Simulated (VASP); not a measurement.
# CdSe (F-43m) in VASP: further runs

Runs on CdSe. Level: PBE. Tasks: single point.

All numbers are computed with VASP 6.6.1; they aren't measurements. Logs are shortened: lines on timing, memory, paths and dates and some standing lists are left out, and cuts for length are marked.

## Step 1: The cell of the first run

The structure is cubic, space group F-43m (No. 216). Conventional cell: a = 6.136 Å, b = 6.136 Å, c = 6.136 Å, α = 90.00°, β = 90.00°, γ = 90.00°. Within 3.5 Å of Cd (site symmetry -43m) lie 4 Se at 2.66 Å. Within 3.5 Å of Se (site symmetry -43m) lie 4 Cd at 2.66 Å.

## Step 2: Single point, PBE

INCAR reads:

```
SYSTEM = CdSe
PREC = Accurate
ENCUT = 520
EDIFF = 1E-6
ISMEAR = -1
SIGMA = 0.05
LREAL = .False.
LASPH = .True.
NELM = 60
ALGO = Normal
ISIF = 2
LWAVE = .False.
LCHARG = .True.
GGA = PE
LELF = .True.
LVHAR = .True.
NBANDS = 16
```

KPOINTS reads:

```
Automatic mesh
0
Gamma
  6 6 6
  0 0 0
```

POSCAR reads:

```
CdSe
1.0
    0.0000000000      3.0678017004      3.0678017004
    3.0678017004      0.0000000000      3.0678017004
    3.0678017004      3.0678017004      0.0000000000
Cd Se
1 1
Direct
    0.0000000000      0.0000000000      0.0000000000
    0.7500000000      0.7500000000      0.7500000000
```

Potentials or basis: VASP PAW PBE potentials, release 64 (Cd, Se).

On the command line:

```
cat potpaw_PBE.64/Cd/POTCAR potpaw_PBE.64/Se/POTCAR > POTCAR
mpirun -np 1 vasp_std > vasp.out
```

OUTCAR:

```text
SYSTEM = CdSe
   PREC = Accurate
   ENCUT = 520
   EDIFF = 1E-6
   ISMEAR = -1
   LREAL = .False.
   LASPH = .True.
   NELM = 60
   ISIF = 2
   GGA = PE

 ion  position               nearest neighbor table
   1  0.000  0.000  0.000-   2 2.66   2 2.66   2 2.66   2 2.66
   2  0.750  0.750  0.750-   1 2.66   1 2.66   1 2.66   1 2.66

  LATTYP: Found a face centered cubic cell.
 ALAT       =     6.1356034008

  Lattice vectors:

 A1 = (   0.0000000000,   3.0678017004,   3.0678017004)
 A2 = (   3.0678017004,   0.0000000000,   3.0678017004)
 A3 = (   3.0678017004,   3.0678017004,   0.0000000000)

Analysis of symmetry for initial positions (statically):
=====================================================================
 Subroutine PRICEL returns:
 Original cell was already a primitive cell.

 Routine SETGRP: Setting up the symmetry group for a
 face centered cubic supercell.

 Subroutine GETGRP returns: Found 24 space group operations
 (whereof 24 operations were pure point group operations)
 out of a pool of 48 trial point group operations.

The static configuration has the point symmetry T_d .

Analysis of symmetry for dynamics (positions and initial velocities):
=====================================================================
 Subroutine PRICEL returns:
 Original cell was already a primitive cell.

 Routine SETGRP: Setting up the symmetry group for a
 face centered cubic supercell.

 Subroutine GETGRP returns: Found 24 space group operations
 (whereof 24 operations were pure point group operations)
 out of a pool of 48 trial point group operations.

The dynamic configuration has the point symmetry T_d .

 Subroutine INISYM returns: Found 24 space group operations
 (whereof 24 operations are pure point group operations),
 and found     1 'primitive' translations

----------------------------------------------------------------------------------------

                                     Primitive cell

  volume of cell :      57.7447

  direct lattice vectors                    reciprocal lattice vectors
     0.000000000  3.067801700  3.067801700    -0.162983155  0.162983155  0.162983155
     3.067801700  0.000000000  3.067801700     0.162983155 -0.162983155  0.162983155
     3.067801700  3.067801700  0.000000000     0.162983155  0.162983155 -0.162983155
[... 64 lines left out ...]
   NGXF,Y,Z  is equivalent  to a cutoff of  24.52, 24.52, 24.52 a.u.
 SYSTEM =  CdSe
   PREC   = accura    normal or accurate (medium, high low for compatibility)
   ISTART =      0    job   : 0-new  1-cont  2-samecut
   ICHARG =      2    charge: 1-file 2-atom 10-const
   ISPIN  =      1    spin polarized calculation?
   LNONCOLLINEAR =      F non collinear calculations
   LSORBIT =      F    spin-orbit coupling
   LASPH  =      T    aspherical Exc in radial PAW
   ENCUT  =  520.0 eV  38.22 Ry    6.18 a.u.   8.07  8.07  8.07*2*pi/ulx,y,z
   NELM   =     60;   NELMIN=  2; NELMDL= -5     # of ELM steps
   EDIFF  = 0.1E-05   stopping-criterion for ELM
   LREAL  =      F    real-space projection
   EDIFFG = 0.1E-04   stopping-criterion for IOM
   NSW    =      0    number of steps for IOM
   IBRION =     -1    ionic relax: 0-MD 1-quasi-New 2-CG
   NFREE  =      0    steps in history (QN), initial steepest desc. (CG)
   ISIF   =      2    stress and relaxation
   ISYM   =      2    0-nonsym 1-usesym 2-fastsym
   POTIM  = 0.5000    time-step for ionic-motion
   TEBEG  =    0.0;   TEEND  =   0.0 temperature during run
   PSTRESS=    0.0 pullay stress
   NELECT =      18.0000    total number of electrons
   NUPDOWN=      -1.0000    fix difference up-down
   EMIN   =  10.00;   EMAX   =-10.00  energy-range for DOS
   EFERMI =   0.00;   METHOD = LEGACY
   ISMEAR =    -1;   SIGMA  =   0.05  broadening in eV -4-tet -1-fermi 0-gaus
   EFERMI_NEDOS =   21; number of points for ismear=-14 and -15
   IALGO  =     38    algorithm
   IMIX   =      4    mixing-type and parameters
     AMIX     =   0.40;   BMIX     =  1.00
     AMIX_MAG =   1.60;   BMIX_MAG =  1.00
  volume/ion in A,a.u.               =      28.87       194.84
  Fermi-wavevector in a.u.,A,eV,Ry     =   1.110014  2.097622 16.764155  1.232131
  Thomas-Fermi vector in A             =   2.246560
   LORBIT       =      0    0 simple, 1 ext, 2 COOP (PROOUT), +10 PAW based schemes
   GGA     = PE    functional components
[... 5 lines left out ...]
 non-spin polarized calculation
  energy-cutoff  :      520.00
  volume of cell :       57.74
 maximum number of plane-waves:      1588
   NGX = 17   NGY = 17   NGZ = 17

 number of electron      18.0000008 magnetization

 Free energy of the ion-electron system (eV)
  ---------------------------------------------------
  ext. energy  EPLUGINS =         0.00000000
  ---------------------------------------------------
  free energy    TOTEN  =        -5.48512022 eV

  energy without entropy =       -5.48507526  energy(sigma->0) =       -5.48509774

 E-fermi :   1.0471     XC(G=0):  -8.7660

 val. band max:        0.7406320635   @ k =   0.0000   0.0000   0.0000
 cond. band min:       1.2932893075   @ k =   0.0000   0.0000   0.0000
 fundamental gap:      0.5526572440
 Fermi energy:         1.0470788822

 k-point     1 :       0.0000    0.0000    0.0000
  band No.  band energies     occupation
      1     -11.7088      2.00000
      2      -7.1124      2.00000
      3      -7.1124      2.00000
      4      -7.1124      2.00000
      5      -6.7658      2.00000
      6      -6.7658      2.00000
[... 281 lines left out ...]
      3      -6.9208      2.00000
      4      -6.8236      2.00000
      5      -6.7399      2.00000
      6      -6.3408      2.00000
[... 8 lines left out ...]
     15      13.4755      0.00000
     16      13.5866      0.00000

------------------------ aborting loop because EDIFF is reached ----------------------------------------

  FORCE on cell =-STRESS in cart. coord.  units (eV):
  Direction    XX          YY          ZZ          XY          YZ          ZX
  --------------------------------------------------------------------------------------
  -------------------------------------------------------------------------------------
  Total        0.6156269      0.6156269      0.6156269      0.0000000      0.0000000     -0.0000000
  in kB       17.0811197     17.0811197     17.0811197      0.0000000      0.0000000     -0.0000000
  external PRESSURE =      17.0811197 kB  Pullay stress =       0.0000000 kB

 VOLUME and BASIS-vectors are now :
 -----------------------------------------------------------------------------
  energy-cutoff  :      520.00
  volume of cell :       57.74
      direct lattice vectors                 reciprocal lattice vectors
     0.000000000  3.067801700  3.067801700    -0.162983155  0.162983155  0.162983155
     3.067801700  0.000000000  3.067801700     0.162983155 -0.162983155  0.162983155
     3.067801700  3.067801700  0.000000000     0.162983155  0.162983155 -0.162983155

 POSITION                                       TOTAL-FORCE (eV/Angst)
 -----------------------------------------------------------------------------------
      0.00000      0.00000      0.00000        -0.000000     -0.000000     -0.000000
      4.60170      4.60170      4.60170         0.000000      0.000000      0.000000
 -----------------------------------------------------------------------------------
    total drift:                                0.000000      0.000000      0.000000

  FREE ENERGIE OF THE ION-ELECTRON SYSTEM (eV)
  ---------------------------------------------------
  free  energy   TOTEN  =        -5.4851202178 eV

  energy  without entropy=       -5.4850752597  energy(sigma->0) =       -5.48509774
```

OSZICAR:

```text
N       E                     dE             d eps       ncg     rms          rms(c)
DAV:   1     0.107519546539E+03    0.10752E+03   -0.87396E+03   512   0.100E+03
DAV:   2    -0.171793148071E+01   -0.10924E+03   -0.10293E+03   616   0.247E+02
DAV:   3    -0.584850874927E+01   -0.41306E+01   -0.41248E+01   656   0.502E+01
DAV:   4    -0.586581399615E+01   -0.17305E-01   -0.17304E-01   608   0.322E+00
DAV:   5    -0.586592750202E+01   -0.11351E-03   -0.11351E-03   672   0.228E-01    0.589E+00
DAV:   6    -0.550556559228E+01    0.36036E+00   -0.54550E-01   728   0.869E+00    0.471E+00
DAV:   7    -0.548384184671E+01    0.21724E-01   -0.14144E-01   576   0.250E+00    0.204E+00
DAV:   8    -0.548479868861E+01   -0.95684E-03   -0.13210E-02   552   0.138E+00    0.248E-01
DAV:   9    -0.548500133843E+01   -0.20265E-03   -0.14123E-03   584   0.476E-01    0.467E-02
DAV:  10    -0.548506960420E+01   -0.68266E-04   -0.15503E-04   656   0.154E-01    0.435E-02
DAV:  11    -0.548512041226E+01   -0.50808E-04   -0.83696E-05   568   0.574E-02    0.164E-02
DAV:  12    -0.548512021783E+01    0.19443E-06   -0.17944E-06   568   0.160E-02
   1 F= -.54851202E+01 E0= -.54850977E+01  d E =-.449581E-04
```

Run time: 11 s. Hardware: 1 thread of Intel Xeon Platinum 8488C (Sapphire Rapids), shared host; peak memory 0.18 GiB.

Results:

```
Free energy            : -5.4851 eV
Pressure               : 1.7 GPa
Band gap on the k mesh : 0.55 eV, direct
```

Levels at points of the mesh, in eV from the valence-band top:
| k point | band 5 | band 6 | band 7 | band 8 | band 9 | band 10 | band 11 | band 12 | band 13 | band 14 |
| --- | --- | --- | --- | --- | --- | --- | --- | --- | --- | --- |
| (0.00, 0.00, 0.00) | -7.51 | -7.51 | 0.00 | 0.00 | 0.00 | 0.55 | 5.93 | 5.93 | 5.93 | 9.68 |
| (0.50, 0.00, 0.00) | -7.48 | -7.23 | -4.24 | -0.71 | -0.71 | 2.36 | 6.43 | 6.43 | 7.34 | 9.97 |
| (0.50, 0.50, 0.00) | -7.45 | -7.17 | -3.96 | -1.77 | -1.77 | 3.18 | 3.73 | 8.99 | 10.06 | 10.06 |

A hybrid or GW would open this gap; PBE tends to underestimate it.

## Step 3: Single point, PBE

INCAR reads:

```
SYSTEM = CdSe
ALGO     = Normal         ! electronic algorithm
EDIFF    = 1E-6           ! SCF threshold, eV
ENCUT    = 520            ! plane-wave cutoff, eV
GGA      = PE             ! functional
ISIF     = 2              ! what is computed and relaxed
ISMEAR   = 1              ! smearing method
LASPH    = .TRUE.         ! aspherical terms in the spheres
LCHARG   = .FALSE.        ! write CHGCAR
LREAL    = .FALSE.        ! projectors in reciprocal space
LWAVE    = .FALSE.        ! write WAVECAR
NBANDS   = 16             ! bands
NELM     = 80             ! most SCF steps
PREC     = Accurate       ! precision mode
SIGMA    = 0.0804         ! smearing width, eV
```

KPOINTS reads:

```
k-points
0
G
  6 6 6
  0 0 0
```

POSCAR is that of step 2.

Potentials or basis: VASP PAW PBE potentials, release 64 (Cd, Se).

On the command line:

```
cat potpaw_PBE.64/Cd/POTCAR potpaw_PBE.64/Se/POTCAR > POTCAR
mpirun -np 1 vasp_std > vasp.out
```

Wall time 8.8 s (1 thread of Intel Xeon Platinum 8488C (Sapphire Rapids), shared host); peak memory 0.18 GiB.

Results (log left out):

* Free energy: -5.4850 eV
* Pressure: 1.7 GPa
* Band gap on the k mesh: 0.55 eV, direct

Levels at points of the mesh, in eV from the valence-band top:
```csv
k point,band 7,band 8,band 9,band 10,band 11,band 12
"(0.00, 0.00, 0.00)",0.00,0.00,0.00,0.55,5.93,5.93
"(0.50, 0.00, 0.00)",-4.24,-0.71,-0.71,2.36,6.43,6.43
"(0.50, 0.50, 0.00)",-3.96,-1.77,-1.77,3.18,3.73,8.99
```

Expect the measured gap to be larger: semilocal functionals such as PBE lack the derivative discontinuity.

## Step 4: Single point, PBE

INCAR reads:

```
PREC     = Accurate       # precision mode
ENCUT    = 520            # plane-wave cutoff, eV
EDIFF    = 1E-6           # SCF threshold, eV
ISMEAR   = 0              # smearing method
SIGMA    = 0.05           # smearing width, eV
LREAL    = False          # projectors in reciprocal space
LASPH    = True           # aspherical terms in the spheres
NELM     = 80             # most SCF steps
ALGO     = Normal         # electronic algorithm
ISIF     = 2              # what is computed and relaxed
LWAVE    = False          # write WAVECAR
LCHARG   = False          # write CHGCAR
GGA      = PE             # functional
NBANDS   = 16             # bands
```

KPOINTS reads:

```
regular mesh
0
Gamma
  6 6 6
```

POSCAR is that of step 3.

Potentials or basis: VASP PAW PBE potentials, release 64 (Cd, Se).

On the command line:

```
cat potpaw_PBE.64/Cd/POTCAR potpaw_PBE.64/Se/POTCAR > POTCAR
mpirun -np 1 vasp_std > vasp.out
```

OUTCAR:

```text
PREC = Accurate
   ENCUT = 520
   EDIFF = 1E-6
   ISMEAR = 0
   LREAL = False
   LASPH = True
   NELM = 80
   ISIF = 2
   GGA = PE

 ion  position               nearest neighbor table
   1  0.000  0.000  0.000-   2 2.66   2 2.66   2 2.66   2 2.66
   2  0.750  0.750  0.750-   1 2.66   1 2.66   1 2.66   1 2.66

  LATTYP: Found a face centered cubic cell.
 ALAT       =     6.1356034008

  Lattice vectors:

 A1 = (   0.0000000000,   3.0678017004,   3.0678017004)
 A2 = (   3.0678017004,   0.0000000000,   3.0678017004)
 A3 = (   3.0678017004,   3.0678017004,   0.0000000000)

Analysis of symmetry for initial positions (statically):
=====================================================================
 Subroutine PRICEL returns:
 Original cell was already a primitive cell.

 Routine SETGRP: Setting up the symmetry group for a
 face centered cubic supercell.

 Subroutine GETGRP returns: Found 24 space group operations
 (whereof 24 operations were pure point group operations)
 out of a pool of 48 trial point group operations.

The static configuration has the point symmetry T_d .

[... 149 lines left out ...]
  energy without entropy =       -5.48511355  energy(sigma->0) =       -5.48511355

 E-fermi :   0.9482     XC(G=0):  -8.7660

 val. band max:        0.7406795889   @ k =   0.0000   0.0000   0.0000
 cond. band min:       1.2933142446   @ k =   0.0000   0.0000   0.0000
 fundamental gap:      0.5526346557
 Fermi energy:         0.9482005478

 k-point     1 :       0.0000    0.0000    0.0000
  band No.  band energies     occupation
      1     -11.7087      2.00000
      2      -7.1124      2.00000
      3      -7.1124      2.00000
      4      -7.1124      2.00000
      5      -6.7658      2.00000
      6      -6.7658      2.00000
[... 281 lines left out ...]
      3      -6.9208      2.00000
      4      -6.8236      2.00000
      5      -6.7399      2.00000
      6      -6.3408      2.00000
[... 8 lines left out ...]
     15      13.4756      0.00000
     16      13.5867      0.00000

------------------------ aborting loop because EDIFF is reached ----------------------------------------

  FORCE on cell =-STRESS in cart. coord.  units (eV):
  Direction    XX          YY          ZZ          XY          YZ          ZX
  --------------------------------------------------------------------------------------
  -------------------------------------------------------------------------------------
  Total        0.6154862      0.6154862      0.6154862     -0.0000000     -0.0000000     -0.0000000
  in kB       17.0772167     17.0772167     17.0772167     -0.0000000     -0.0000000     -0.0000000
  external PRESSURE =      17.0772167 kB  Pullay stress =       0.0000000 kB

 VOLUME and BASIS-vectors are now :
 -----------------------------------------------------------------------------
  energy-cutoff  :      520.00
  volume of cell :       57.74
      direct lattice vectors                 reciprocal lattice vectors
     0.000000000  3.067801700  3.067801700    -0.162983155  0.162983155  0.162983155
     3.067801700  0.000000000  3.067801700     0.162983155 -0.162983155  0.162983155
     3.067801700  3.067801700  0.000000000     0.162983155  0.162983155 -0.162983155

 POSITION                                       TOTAL-FORCE (eV/Angst)
 -----------------------------------------------------------------------------------
      0.00000      0.00000      0.00000         0.000000      0.000000      0.000000
      4.60170      4.60170      4.60170        -0.000000     -0.000000     -0.000000
 -----------------------------------------------------------------------------------
    total drift:                                0.000000      0.000000      0.000000

  FREE ENERGIE OF THE ION-ELECTRON SYSTEM (eV)
  ---------------------------------------------------
  free  energy   TOTEN  =        -5.4851135546 eV

  energy  without entropy=       -5.4851135546  energy(sigma->0) =       -5.48511355
```

OSZICAR:

```text
N       E                     dE             d eps       ncg     rms          rms(c)
DAV:   1     0.107524673999E+03    0.10752E+03   -0.87396E+03   512   0.100E+03
DAV:   2    -0.171793060338E+01   -0.10924E+03   -0.10295E+03   616   0.247E+02
DAV:   3    -0.584850870732E+01   -0.41306E+01   -0.41248E+01   656   0.502E+01
DAV:   4    -0.586581395449E+01   -0.17305E-01   -0.17304E-01   608   0.322E+00
DAV:   5    -0.586592746035E+01   -0.11351E-03   -0.11351E-03   672   0.228E-01    0.589E+00
DAV:   6    -0.550556366901E+01    0.36036E+00   -0.54550E-01   728   0.869E+00    0.471E+00
DAV:   7    -0.548383350034E+01    0.21730E-01   -0.14145E-01   576   0.250E+00    0.204E+00
DAV:   8    -0.548479172550E+01   -0.95823E-03   -0.13212E-02   552   0.138E+00    0.248E-01
DAV:   9    -0.548499468993E+01   -0.20296E-03   -0.14125E-03   584   0.476E-01    0.467E-02
DAV:  10    -0.548506291623E+01   -0.68226E-04   -0.15489E-04   656   0.154E-01    0.435E-02
DAV:  11    -0.548511374539E+01   -0.50829E-04   -0.83590E-05   568   0.573E-02    0.164E-02
DAV:  12    -0.548511355461E+01    0.19078E-06   -0.17850E-06   568   0.160E-02
   1 F= -.54851136E+01 E0= -.54851136E+01  d E =-.129393E-10
```

stdout:

```text
POSCAR found type information on POSCAR CdSe
 POSCAR found :  2 types and       2 ions
 scaLAPACK will be used
 LDA part: xc-table for (Slater+PW92), standard interpolation
 POSCAR, INCAR and KPOINTS ok, starting setup
 FFT: planning ... GRIDC
 FFT: planning ... GRID_SOFT
 FFT: planning ... GRID
 WAVECAR not read
 entering main loop
```

It took 8.5 s on 1 thread of Intel Xeon Platinum 8488C (Sapphire Rapids), shared host; peak memory 0.18 GiB.

What came out:

| Quantity | Value |
| --- | --- |
| Free energy | -5.4851 eV |
| Pressure | 1.7 GPa |
| Band gap on the k mesh | 0.55 eV, direct |

A hybrid or GW would open this gap; PBE tends to underestimate it.

## Step 5: Overview

```csv
smearing,gap on the mesh (eV),pressure (GPa)
fermi-dirac 0.05 eV,0.55,1.7
methfessel-paxton 0.0804 eV,0.55,1.7
gaussian 0.05 eV,0.55,1.7
```

Alike in all rows: task single point; level PBE; potentials or basis VASP PAW PBE potentials, release 64 (Cd, Se); no spin polarisation; cell as given; k mesh 6 × 6 × 6; cutoff (eV) 520.

On the cell as given the gap runs from 0.55 eV (PBE) to 0.55 eV (PBE).

Total energies depend on the potentials used, so only differences within one code and one set of settings carry meaning.
